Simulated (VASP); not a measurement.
# MgO (P6_3mc) in VASP: single point with LDA

Aim: the single point of MgO with LDA.

All numbers are computed with VASP 6.6.1; they aren't measurements. Logs are shortened: lines on timing, memory, paths and dates and some standing lists are left out, and cuts for length are marked.

## Step 1: The cell of the first run

It takes space group P6_3mc (No. 186, hexagonal). The conventional cell has a = 3.308 Å, b = 3.308 Å, c = 4.983 Å, α = 90.00°, β = 90.00°, γ = 120.00°. Within 2.6 Å of Mg (site symmetry 3m) lie 4 O at 1.97 to 1.99 Å. O (site symmetry 3m) has 4 Mg at 1.97 to 1.99 Å within 2.6 Å.

## Step 2: Single point, LDA

INCAR

```
ALGO = Normal ; EDIFF = 1E-6
ENCUT = 600 ; GGA = CA
GGA_COMPAT = F ; ISIF = 2
ISMEAR = 0 ; LASPH = T
LCHARG = F ; LREAL = F
LWAVE = F ; NBANDS = 16
NELM = 120 ; PREC = Accurate
SIGMA = 0.01
```

KPOINTS

```
k-points
0
Gamma
  6 6 4
```

POSCAR

```
MgO
1.0
    3.3077870000      0.0000000000      0.0000000000
   -1.6538935000      2.8646275723      0.0000000000
    0.0000000000      0.0000000000      4.9828820000
Mg O
2 2
Direct
    0.3333333333      0.6666666667      0.0021600000
    0.6666666667      0.3333333333      0.5021600000
    0.3333333333      0.6666666667      0.4024400000
    0.6666666667      0.3333333333      0.9024400000
```

Potentials or basis: VASP PAW LDA potentials, release 64 (Mg, O).

Command:

```sh
$ cat potpaw_LDA.64/Mg/POTCAR potpaw_LDA.64/O/POTCAR > POTCAR
$ mpirun -np 1 vasp_std > vasp.out
```

OUTCAR:

```text
EDIFF = 1E-6
   ENCUT = 600
   GGA = CA
   ISIF = 2
   ISMEAR = 0
   LASPH = T
   LREAL = F
   NELM = 120
   PREC = Accurate

 ion  position               nearest neighbor table
   1  0.333  0.667  0.002-   4 1.97   4 1.97   4 1.97   3 1.99   2 3.14   2 3.14   2 3.14   2 3.14
                             2 3.14   2 3.14
   2  0.667  0.333  0.502-   3 1.97   3 1.97   3 1.97   4 1.99   1 3.14   1 3.14   1 3.14   1 3.14
                             1 3.14   1 3.14
   3  0.333  0.667  0.402-   2 1.97   2 1.97   2 1.97   1 1.99
   4  0.667  0.333  0.902-   1 1.97   1 1.97   1 1.97   2 1.99

  LATTYP: Found a hexagonal cell.
 ALAT       =     3.3077870000
 C/A-ratio  =     1.5064095723

  Lattice vectors:

 A1 = (   3.3077870000,   0.0000000000,   0.0000000000)
 A2 = (  -1.6538935000,   2.8646275723,   0.0000000000)
 A3 = (   0.0000000000,   0.0000000000,   4.9828820000)

Analysis of symmetry for initial positions (statically):
=====================================================================
 Subroutine PRICEL returns:
 Original cell was already a primitive cell.

 Routine SETGRP: Setting up the symmetry group for a
 hexagonal supercell.

 Subroutine GETGRP returns: Found 12 space group operations
 (whereof  6 operations were pure point group operations)
 out of a pool of 24 trial point group operations.

The static configuration has the point symmetry C_3v.
 The point group associated with its full space group is C_6v.

Analysis of symmetry for dynamics (positions and initial velocities):
=====================================================================
 Subroutine PRICEL returns:
 Original cell was already a primitive cell.

 Routine SETGRP: Setting up the symmetry group for a
 hexagonal supercell.

 Subroutine GETGRP returns: Found 12 space group operations
 (whereof  6 operations were pure point group operations)
 out of a pool of 24 trial point group operations.

The dynamic configuration has the point symmetry C_3v.
 The point group associated with its full space group is C_6v.

 Subroutine INISYM returns: Found 12 space group operations
 (whereof  6 operations are pure point group operations),
 and found     1 'primitive' translations

----------------------------------------------------------------------------------------

                                     Primitive cell
[... 91 lines left out ...]
   EDIFF  = 0.1E-05   stopping-criterion for ELM
   LREAL  =      F    real-space projection
   EDIFFG = 0.1E-04   stopping-criterion for IOM
   NSW    =      0    number of steps for IOM
   IBRION =     -1    ionic relax: 0-MD 1-quasi-New 2-CG
   NFREE  =      0    steps in history (QN), initial steepest desc. (CG)
   ISIF   =      2    stress and relaxation
   ISYM   =      2    0-nonsym 1-usesym 2-fastsym
   POTIM  = 0.5000    time-step for ionic-motion
   TEBEG  =    0.0;   TEEND  =   0.0 temperature during run
   PSTRESS=    0.0 pullay stress
   NELECT =      16.0000    total number of electrons
   NUPDOWN=      -1.0000    fix difference up-down
   EMIN   =  10.00;   EMAX   =-10.00  energy-range for DOS
   EFERMI =   0.00;   METHOD = LEGACY
   ISMEAR =     0;   SIGMA  =   0.01  broadening in eV -4-tet -1-fermi 0-gaus
   EFERMI_NEDOS =   21; number of points for ismear=-14 and -15
   IALGO  =     38    algorithm
   IMIX   =      4    mixing-type and parameters
     AMIX     =   0.40;   BMIX     =  1.00
     AMIX_MAG =   1.60;   BMIX_MAG =  1.00
  volume/ion in A,a.u.               =      11.80        79.66
  Fermi-wavevector in a.u.,A,eV,Ry     =   1.141351  2.156841 17.724080  1.302683
  Thomas-Fermi vector in A             =   2.278052
   LORBIT       =      0    0 simple, 1 ext, 2 COOP (PROOUT), +10 PAW based schemes
   GGA     = CA    functional components
   LHFCALC =     F    Hartree Fock is set to
   AEXX    =    0.0000 exact exchange contribution
   IVDW    =     0    specifies the selected vdW correction
   LEPSILON=     F    determine dielectric tensor
   LRPA    =     F    only Hartree local field effects (RPA)
 non-spin polarized calculation
 Gauss-broadening in eV      SIGMA  =   0.01
  energy-cutoff  :      600.00
  volume of cell :       47.22
 maximum number of plane-waves:      1610
 NGX is ok and might be reduce to    28
   NGX = 13   NGY = 13   NGZ = 19

 number of electron      15.9999997 magnetization

 Free energy of the ion-electron system (eV)
  ---------------------------------------------------
  ext. energy  EPLUGINS =         0.00000000
  ---------------------------------------------------
  free energy    TOTEN  =       -26.23434859 eV

  energy without entropy =      -26.23434859  energy(sigma->0) =      -26.23434859

 E-fermi :   0.9295     XC(G=0): -10.2704

 val. band max:        0.8225920653   @ k =   0.0000   0.0000   0.0000
 cond. band min:       4.1810080844   @ k =   0.0000   0.0000   0.0000
 fundamental gap:      3.3584160191
 Fermi energy:         0.9294783808

 k-point     1 :       0.0000    0.0000    0.0000
  band No.  band energies     occupation
      1     -15.1589      2.00000
      2     -14.2997      2.00000
      3      -2.5287      2.00000
      4       0.0226      2.00000
      5       0.0226      2.00000
      6       0.3709      2.00000
[... 376 lines left out ...]
      3      -1.8786      2.00000
      4      -1.8786      2.00000
      5      -1.3469      2.00000
      6      -1.3469      2.00000
[... 8 lines left out ...]
     15      16.5272      0.00000
     16      16.5272      0.00000

------------------------ aborting loop because EDIFF is reached ----------------------------------------

  FORCE on cell =-STRESS in cart. coord.  units (eV):
  Direction    XX          YY          ZZ          XY          YZ          ZX
  --------------------------------------------------------------------------------------
  -------------------------------------------------------------------------------------
  Total       -1.7164034     -1.7164034     -1.5077908      0.0000000     -0.0000000     -0.0000000
  in kB      -58.2429875    -58.2429875    -51.1641024      0.0000000     -0.0000000     -0.0000000
  external PRESSURE =     -55.8833591 kB  Pullay stress =       0.0000000 kB

 VOLUME and BASIS-vectors are now :
 -----------------------------------------------------------------------------
  energy-cutoff  :      600.00
  volume of cell :       47.22
      direct lattice vectors                 reciprocal lattice vectors
     3.307787000  0.000000000  0.000000000     0.302316927  0.174542759  0.000000000
    -1.653893500  2.864627572  0.000000000     0.000000000  0.349085518  0.000000000
     0.000000000  0.000000000  4.982882000     0.000000000  0.000000000  0.200687072

 POSITION                                       TOTAL-FORCE (eV/Angst)
 -----------------------------------------------------------------------------------
     -0.00000      1.90975      0.01076        -0.000000      0.000000      0.048380
      1.65389      0.95488      2.50220         0.000000      0.000000      0.048380
     -0.00000      1.90975      2.00531         0.000000      0.000000     -0.048380
      1.65389      0.95488      4.49675        -0.000000     -0.000000     -0.048380
 -----------------------------------------------------------------------------------
    total drift:                               -0.000000     -0.000000      0.001573

  FREE ENERGIE OF THE ION-ELECTRON SYSTEM (eV)
  ---------------------------------------------------
  free  energy   TOTEN  =       -26.2343485933 eV

  energy  without entropy=      -26.2343485933  energy(sigma->0) =      -26.23434859
```

It took 33 s on 1 thread of Intel Xeon 8259CL, shared host; peak memory 0.16 GiB.

Results:

* Free energy: -26.2343 eV
* Pressure: -5.6 GPa
* Largest force: 0.048 eV/Å
* Band gap on the k mesh: 3.36 eV

Forces in eV/Å, atoms in the order of the input:
```
Mg   0.000  0.000  0.048
Mg   0.000  0.000  0.048
O    0.000  0.000 -0.048
O    0.000  0.000 -0.048
```

Stress tensor (GPa, compression positive):
```
-5.82  0.00  0.00
 0.00 -5.82  0.00
 0.00  0.00 -5.12
```

Caveat: the cell stands under tension.
